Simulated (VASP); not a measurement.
Crystal: PbSe.

```
CELL_PARAMETERS angstrom
3.78432 0.00000 0.00000
0.00000 3.78432 0.00000
0.00000 0.00000 3.78432
ATOMIC_POSITIONS crystal
Pb 0.00000 0.00000 0.00000
Se 0.50000 0.50000 0.50000
```

Base run:

| Quantity | Value |
| --- | --- |
| Program | VASP 6.6.1 |
| Functional | r2SCAN |
| Potentials or basis | VASP PAW PBE potentials, release 64 (Pb_d, Se) |
| Cutoff | 520 eV |
| k mesh | 7 × 7 × 7 |
| Occupations | fermi-dirac, width 0.05 eV |
| Spin | no spin polarisation |

Its results: band gap on the k mesh 0.08 eV, indirect (least direct gap 1.33 eV); pressure -0.7 GPa.

**Question.** After a change of settings the same cell gave: band gap on the k mesh zero (band 10 reaches 5.39 eV, above the bottom of band 11 at 5.30 eV); pressure 1.2 GPa. Which change was it?
A. functional from r2SCAN to PBE; occupations from fermi-dirac, width 0.05 eV to gaussian, width 0.015 eV
B. functional from r2SCAN to PBE; cutoff from 520 eV to 500 eV; occupations from fermi-dirac, width 0.05 eV to gaussian, width 0.012 eV
C. functional from r2SCAN to PBEsol; further incar settings from ALGO = Normal; EDIFF = 1e-06; NBANDS = 17 to ALGO = Normal; EDIFF = 1e-07; NBANDS = 17
D. functional from r2SCAN to revPBE

**Answer.** D.

Caveats: the PAW data sets were made with another functional, which shifts forces and pressure a little; spin-orbit coupling is left out, which moves the levels of the heavy elements.
